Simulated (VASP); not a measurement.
# MgCd2TeSe2 (P-3m1) in VASP: a series of runs, part 2 of 2

VASP 6.6.1.

**4. Relaxation of cell and atoms, PBE**

INCAR reads:

```
SYSTEM = MgCd2TeSe2
ALGO     = Normal         ! electronic algorithm
EDIFF    = 1E-7           ! SCF threshold, eV
EDIFFG   = -0.04          ! ionic threshold
ENCUT    = 600            ! plane-wave cutoff, eV
GGA      = PE             ! functional
IBRION   = 2              ! ionic algorithm
ISIF     = 3              ! what is computed and relaxed
ISMEAR   = 0              ! smearing method
LASPH    = .True.         ! aspherical terms in the spheres
LCHARG   = .False.        ! write CHGCAR
LREAL    = .False.        ! projectors in reciprocal space
LWAVE    = .False.        ! write WAVECAR
NELM     = 100            ! most SCF steps
NSW      = 90             ! ionic steps
PREC     = Accurate       ! precision mode
SIGMA    = 0.1            ! smearing width, eV
```

KPOINTS reads:

```
k-points
0
Gamma
  6 6 2
  0 0 0
```

POSCAR reads:

```
MgCd2TeSe2
1.0
    4.3727446100      0.0000000000      0.0000000000
   -2.1863723000      3.7869079200      0.0000000000
    0.0000000000      0.0000000000      9.7492409300
Mg Cd Te Se
1 2 1 2
Direct
    0.0000000000      0.0000000000      0.5000000000
    0.3333333300      0.6666666700      0.9773173400
    0.6666666700      0.3333333300      0.0226826600
    0.0000000000      0.0000000000      0.0000000000
    0.0000000000      0.0000000000      0.7830083600
    0.0000000000      0.0000000000      0.2169916400
```

Potentials or basis: VASP PAW PBE potentials, release 64 (Mg, Cd, Te, Se).

Command:

```
$ cat potpaw_PBE.64/Mg/POTCAR potpaw_PBE.64/Cd/POTCAR potpaw_PBE.64/Te/POTCAR potpaw_PBE.64/Se/POTCAR > POTCAR
$ mpirun -np 1 vasp_std > vasp.out
```

OUTCAR:

```text
SYSTEM = MgCd2TeSe2
   EDIFF = 1E-7
   EDIFFG = -0.04
   ENCUT = 600
   GGA = PE
   IBRION = 2
   ISIF = 3
   ISMEAR = 0
   LASPH = .True.
   LREAL = .False.
   NELM = 100
   NSW = 90
   PREC = Accurate

 ion  position               nearest neighbor table
   1  0.000  0.000  0.500-   5 2.76   6 2.76
   2  0.333  0.667  0.977-   4 2.53   4 2.53   4 2.53   3 2.56   3 2.56   3 2.56   5 3.16   5 3.16
                             5 3.16
   3  0.667  0.333  0.023-   4 2.53   4 2.53   4 2.53   2 2.56   2 2.56   2 2.56   6 3.16   6 3.16
                             6 3.16
   4  0.000  0.000  0.000-   5 2.12   6 2.12   2 2.53   3 2.53   3 2.53   2 2.53   3 2.53   2 2.53

   5  0.000  0.000  0.783-   4 2.12   1 2.76   2 3.16   2 3.16   2 3.16
   6  0.000  0.000  0.217-   4 2.12   1 2.76   3 3.16   3 3.16   3 3.16

  LATTYP: Found a hexagonal cell.
 ALAT       =     4.3727446100
 C/A-ratio  =     2.2295472980

  Lattice vectors:

 A1 = (   4.3727446100,   0.0000000000,   0.0000000000)
 A2 = (  -2.1863723000,   3.7869079200,   0.0000000000)
 A3 = (   0.0000000000,   0.0000000000,   9.7492409300)

Analysis of symmetry for initial positions (statically):
=====================================================================
 Subroutine PRICEL returns:
 Original cell was already a primitive cell.

 Routine SETGRP: Setting up the symmetry group for a
 hexagonal supercell.

 Subroutine GETGRP returns: Found 12 space group operations
 (whereof 12 operations were pure point group operations)
 out of a pool of 24 trial point group operations.

The static configuration has the point symmetry D_3d.

Analysis of symmetry for dynamics (positions and initial velocities):
=====================================================================
 Subroutine PRICEL returns:
 Original cell was already a primitive cell.

 Routine SETGRP: Setting up the symmetry group for a
 hexagonal supercell.

[... 134 lines left out ...]
 Gauss-broadening in eV      SIGMA  =   0.10
  energy-cutoff  :      600.00
  volume of cell :      161.44
 maximum number of plane-waves:      5403
 NGX is ok and might be reduce to    36
   NGX = 17   NGY = 17   NGZ = 39

--------------------------------------- Ionic step        1  -------------------------------------------

 number of electron      44.0000011 magnetization

 Free energy of the ion-electron system (eV)
  ---------------------------------------------------
  ext. energy  EPLUGINS =         0.00000000
  ---------------------------------------------------
  free energy    TOTEN  =        -0.32817721 eV

  energy without entropy =       -0.31483422  energy(sigma->0) =       -0.32150571

------------------------ aborting loop because EDIFF is reached ----------------------------------------

  FORCE on cell =-STRESS in cart. coord.  units (eV):
  Direction    XX          YY          ZZ          XY          YZ          ZX
  --------------------------------------------------------------------------------------
  -------------------------------------------------------------------------------------
  Total       36.2222740     36.2222741     58.4137411      0.0000000     -0.0000000      0.0000000
  in kB      359.4815722    359.4815729    579.7168748      0.0000005     -0.0000000      0.0000000
  external PRESSURE =     432.8933400 kB  Pullay stress =       0.0000000 kB
[... 101 lines left out ...]
  FREE ENERGIE OF THE ION-ELECTRON SYSTEM (eV)
  ---------------------------------------------------
  free  energy   TOTEN  =       -10.3980965759 eV

  energy  without entropy=      -10.3492233151  energy(sigma->0) =      -10.37365995

 E-fermi :  -0.1897     XC(G=0):  -6.7348

 val. band max:       -0.2951643489   @ k =   0.0000   0.0000   0.5000
 cond. band min:      -0.1707671031   @ k =   0.1667   0.0000   0.5000
 fundamental gap:      0.1243972458
 Fermi energy:        -0.1897429483

 k-point     1 :       0.0000    0.0000    0.0000
  band No.  band energies     occupation
      1     -12.9917      2.00000
      2     -11.7938      2.00000
      3     -10.7868      2.00000
      4      -8.8661      2.00000
      5      -8.8661      2.00000
      6      -8.8057      2.00000
[... 395 lines left out ...]
     25       1.9368      0.00000
     26       2.7369      0.00000

[... ionic steps 4 to 58 ...]

--------------------------------------- Ionic step       59  -------------------------------------------

 number of electron      43.9999999 magnetization

------------------------ aborting loop because EDIFF is reached ----------------------------------------
[... 75 lines left out ...]
--------------------------------------- Ionic step       61  -------------------------------------------

 number of electron      44.0000011 magnetization

 Free energy of the ion-electron system (eV)
  ---------------------------------------------------
  ext. energy  EPLUGINS =         0.00000000
  ---------------------------------------------------
  free energy    TOTEN  =       -14.83234635 eV

  energy without entropy =      -14.82377051  energy(sigma->0) =      -14.82805843

 E-fermi :   2.3258     XC(G=0):  -8.5809

 val. band max:        2.2432035876   @ k =   0.1667   0.0000   0.5000
 cond. band min:       2.4021348760   @ k =   0.5000  -0.0000   0.0000
 fundamental gap:      0.1589312884
 Fermi energy:         2.3258383981

 k-point     1 :       0.0000    0.0000    0.0000
  band No.  band energies     occupation
      1     -10.6101      2.00000
      2     -10.4939      2.00000
      3      -8.6890      2.00000
      4      -6.2386      2.00000
      5      -6.2386      2.00000
      6      -6.2336      2.00000
[... 428 lines left out ...]
  FREE ENERGIE OF THE ION-ELECTRON SYSTEM (eV)
  ---------------------------------------------------
  free  energy   TOTEN  =       -14.8323463531 eV

  energy  without entropy=      -14.8237705069  energy(sigma->0) =      -14.82805843

 reached required accuracy - stopping structural energy minimisation
```

OSZICAR:

```text
N       E                     dE             d eps       ncg     rms          rms(c)
[... 661 lines left out ...]
DAV:  10    -0.139345741539E+02   -0.94798E-07   -0.23983E-07   574   0.304E-03
  50 F= -.13934574E+02 E0= -.13930760E+02  d E =-.791044E+00
       N       E                     dE             d eps       ncg     rms          rms(c)
DAV:   1    -0.149145629133E+02   -0.97999E+00   -0.74372E+01   736   0.534E+01    0.534E+00
DAV:   2    -0.143225514634E+02    0.59201E+00   -0.18084E+00   808   0.106E+01    0.232E+00
DAV:   3    -0.141903180216E+02    0.13223E+00   -0.25116E-01   808   0.324E+00    0.148E+00
DAV:   4    -0.141670661790E+02    0.23252E-01   -0.27247E-02   804   0.112E+00    0.406E-01
DAV:   5    -0.141657183831E+02    0.13478E-02   -0.56317E-03   816   0.549E-01    0.162E-01
DAV:   6    -0.141658231431E+02   -0.10476E-03   -
```

CONTCAR:

```text
MgCd2TeSe2
   1.00000000000000
     4.2035020633187106   -0.0000000004888022    0.0000000000000002
    -2.1017510272761881    3.6403395746935976   -0.0000000000000000
     0.0000000000000006   -0.0000000000000000   11.9119522386545906
  Mg              Cd              Te              Se
     1     2     1     2
Direct
     0.0000000000000000    0.0000000000000000    0.5000000000000000
     0.3333333300000021    0.6666666699999979    0.8315914182673938
     0.6666666699999979    0.3333333300000021    0.1684085817326063
     0.0000000000000000    0.0000000000000000    0.0000000000000000
     1.0000000000000000    0.0000000000000000    0.7039307607794365
     0.0000000000000000    1.0000000000000000    0.2960692392205633

  0.00000000E+00  0.00000000E+00  0.00000000E+00
  0.00000000E+00  0.00000000E+00  0.00000000E+00
  0.00000000E+00  0.00000000E+00  0.00000000E+00
  0.00000000E+00  0.00000000E+00  0.00000000E+00
  0.00000000E+00  0.00000000E+00  0.00000000E+00
  0.00000000E+00  0.00000000E+00  0.00000000E+00
```

Wall time 30 min (1 thread of Intel Xeon 6975P-C (Granite Rapids), shared host); peak memory 0.39 GiB.

Results:

- Free energy: -14.8323 eV
- Relaxed volume: 30.38 Å³/atom
- Relaxed cell: a = 4.204 Å, b = 4.204 Å, c = 11.912 Å, α = 90.00°, β = 90.00°, γ = 120.00°
- Space group after relaxing (to 0.1 Å): P-3m1 (No. 164)
- Energy gained by relaxing: 2417.4 meV/atom
- Ionic steps: 61
- Pressure after relaxing: 0.0 GPa
- Largest force after relaxing: 0.012 eV/Å
- Band gap on the k mesh: zero (bands 22 and 23 overlap by 0.60 eV)

Forces on the atoms (eV/Å):
```
Mg   0.000  0.000  0.000
Cd   0.000  0.000  0.012
Cd   0.000  0.000 -0.012
Te   0.000  0.000  0.000
Se   0.000  0.000  0.000
Se   0.000  0.000  0.000
```

The path:
```
step  energy change (eV)  largest force (eV/Å)  pressure (GPa)  volume (Å³)
   1              0.0000               14.0999           43.29       161.44
   3            -10.0699                0.6639            0.15       253.42
   5            -10.0736                0.7785            1.01       244.31
   7            -11.7999                0.3169           -1.04       266.52
   9            -11.8334                0.0477            0.08       256.68
  11            -11.8487                0.0870           -0.06       254.99
  13            -11.8522                0.1112           -0.02       252.93
  15            -11.8549                0.1181            0.01       251.97
  17            -11.8625                0.1652            0.32       249.11
  19            -11.8628                0.1872            0.42       248.25
  21            -11.8644                0.1897            0.43       248.08
  23            -11.8714                0.2008            0.45       247.29
  25            -11.9013                0.2453            0.55       244.18
  27            -12.0564                0.4805            1.11       231.95
  29            -12.1537                0.6034            1.68       224.20
  31            -12.1599                0.6257            1.87       222.17
  33            -12.1644                0.6280            1.89       221.78
  35            -12.1794                0.6306            2.02       220.02
  37            -12.1994                0.6162            2.15       217.69
  39            -12.3246                0.5958            1.80       217.74
  41            -12.6966                0.4572            0.59       217.73
  43            -12.8154                0.4880           -0.25       217.35
  45            -12.9304                0.5090           -0.35       216.29
  47            -13.4240                0.6010           -0.79       211.43
  49            -13.5917                0.7861           -0.93       208.67
  51            -13.8377                0.8569           -0.82       200.07
  53            -13.9790                1.0353           -0.40       191.47
  55            -14.3970                0.6852            0.82       178.23
  57            -14.4745                0.1965           -0.85       184.48
  59            -14.4833                0.1892            0.66       181.33
  61            -14.5042                0.0119           -0.03       182.28
```

Final structure:
```cif
data_structure
_symmetry_space_group_name_H-M 'P 1'
_symmetry_Int_Tables_number 1
_cell_length_a 4.2035
_cell_length_b 4.2035
_cell_length_c 11.9120
_cell_angle_alpha 90.000
_cell_angle_beta 90.000
_cell_angle_gamma 120.000
_cell_volume 182.28
loop_
_atom_site_label
_atom_site_type_symbol
_atom_site_fract_x
_atom_site_fract_y
_atom_site_fract_z
_atom_site_occupancy
Mg1 Mg 0.00000 0.00000 0.50000 1
Cd1 Cd 0.33333 0.66667 0.83159 1
Cd2 Cd 0.66667 0.33333 0.16841 1
Te1 Te 0.00000 0.00000 0.00000 1
Se1 Se 0.00000 0.00000 0.70393 1
Se2 Se 0.00000 0.00000 0.29607 1
```

Caveat: semilocal functionals underestimate gaps, so a narrow gap can read as zero; a cell axis changed by over 15 % at a fixed basis, so the end point is rough; spin-orbit coupling is left out, which moves the levels of the heavy elements.

**5. Single point, PBE**

This run uses another cell than the first one, of 30.22 Å³/atom.

INCAR reads:

```
ALGO     = Normal         # electronic algorithm
EDIFF    = 1E-7           # SCF threshold, eV
ENCUT    = 520            # plane-wave cutoff, eV
GGA      = PE             # functional
ISIF     = 2              # what is computed and relaxed
ISMEAR   = 0              # smearing method
LASPH    = True           # aspherical terms in the spheres
LCHARG   = True           # write CHGCAR
LELF     = True           # ELF
LREAL    = False          # projectors in reciprocal space
LVHAR    = True         
LWAVE    = False          # write WAVECAR
NBANDS   = 31             # bands
NELM     = 60             # most SCF steps
PREC     = Accurate       # precision mode
SIGMA    = 0.1            # smearing width, eV
```

KPOINTS reads:

```
k-points
0
Gamma
  12 12 4
```

POSCAR reads:

```
MgCd2TeSe2
1.0
    4.1932731775      0.0000000000      0.0000000000
   -2.0966365888      3.6314810968      0.0000000000
    0.0000000000      0.0000000000     11.9075310591
Mg Cd Te Se
1 2 1 2
Direct
    0.0000000000      0.0000000000      0.5000000000
    0.3333333333      0.6666666667      0.8310195027
    0.6666666667      0.3333333333      0.1689804973
    0.0000000000      0.0000000000      0.0000000000
    0.0000000000      0.0000000000      0.7045532432
    0.0000000000      0.0000000000      0.2954467568
```

Command:

```
$ cat potpaw_PBE.64/Mg/POTCAR potpaw_PBE.64/Cd/POTCAR potpaw_PBE.64/Te/POTCAR potpaw_PBE.64/Se/POTCAR > POTCAR
$ mpirun -np 1 vasp_std > vasp.out
```

It took 3.3 min on 1 thread of Intel Xeon 6975P-C (Granite Rapids), shared host; peak memory 0.58 GiB.

The run converged. Its results:

```
Free energy            : -14.8576 eV
Pressure               : 0.1 GPa
Largest force          : 0.022 eV/Å
Band gap on the k mesh : zero (bands 22 and 23 overlap by 0.58 eV)
```

Forces in eV/Å, atoms in the order of the input:
```
Mg   0.000  0.000  0.000
Cd   0.000  0.000  0.005
Cd   0.000  0.000 -0.005
Te   0.000  0.000  0.000
Se   0.000  0.000 -0.022
Se   0.000  0.000  0.022
```

Levels at points of the mesh, in eV from the Fermi level:
```csv
k point,band 20,band 21,band 22,band 23,band 24,band 25
"(0.00, 0.00, 0.00)",-0.93,-0.93,0.16,0.16,1.81,1.88
"(0.50, 0.00, 0.00)",-1.59,-0.49,-0.47,0.16,0.65,1.70
"(0.00, 0.00, 0.50)",-0.98,0.17,0.17,0.56,0.58,2.59
"(0.50, 0.00, 0.50)",-1.67,-1.16,-0.43,-0.41,1.69,2.13
```

Caveat: semilocal functionals underestimate gaps, so a narrow gap can read as zero; spin-orbit coupling is left out, which moves the levels of the heavy elements.

**6. Summary**

```tsv
task	cell	k mesh	cutoff (eV)	gap on the mesh (eV)	pressure (GPa)	largest force (eV/Å)
single point	a = 4.373, b = 4.373, c = 9.749 Å, angles 90.0, 90.0, 120.0°, 6 atoms, atomic positions A	6 × 6 × 2	520	none	43.3	14.10
single point	a = 4.199, b = 4.199, c = 11.903 Å, angles 90.0, 90.0, 120.0°, 6 atoms, atomic positions B	6 × 6 × 2	520	none	0.1	0.01
relaxation of cell and atoms	relaxed from a = 4.373, b = 4.373, c = 9.749 Å, angles 90.0, 90.0, 120.0°, 6 atoms, atomic positions A	6 × 6 × 2	600	none	0.0	0.01
single point	a = 4.193, b = 4.193, c = 11.908 Å, angles 90.0, 90.0, 120.0°, 6 atoms, atomic positions B	12 × 12 × 4	520	none	0.1	0.02
```

Alike in all rows: level PBE; potentials or basis VASP PAW PBE potentials, release 64 (Mg, Cd, Te, Se); no spin polarisation; smearing gaussian 0.1 eV.

Caveats: spin-orbit coupling is left out, which moves the levels of the heavy elements; semilocal functionals underestimate gaps, so a narrow gap can read as zero (at least some runs); the cell stands under pressure (at least some runs); forces of over 1 eV/Å act on the atoms, so gaps and moduli don't describe the material at rest (at least some runs); a cell axis changed by over 15 % at a fixed basis, so the end point is rough (at least some runs).

Absolute energies hang on the potentials; compare differences alone.
